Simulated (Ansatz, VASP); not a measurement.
**One calculation of Pt, two programs**

```
Pt
1.0
     0.00000    2.76933    2.76933
     2.76933    0.00000    2.76933
     2.76933    2.76933    0.00000
Pt
2
Cartesian
  0.6923 0.6923 0.6923
  4.8463 4.8463 4.8463
```

Alike in both runs: task single point; functional PBE; k mesh 11 × 11 × 11; occupations fermi-dirac, width 0.1 eV; no spin polarisation.

```csv
,VASP,Ansatz
version,VASP 6.6.1,Ansatz 0.2.0
potentials or method,"VASP PAW PBE potentials, release 64 (Pt), cutoff 520 eV","plane waves (420 eV) with PAW, scalar-relativistic"
valence electrons in the cell,20,36
```

|  | VASP | Ansatz | Ansatz less VASP |
| --- | --- | --- | --- |
| pressure (GPa) | 19.7 | 20.6 | +0.88 |

VASP's potentials hold 20 valence electrons a cell and Ansatz's 36, so a difference there can come from the potentials and not from the codes.

Spin-orbit coupling is off throughout.
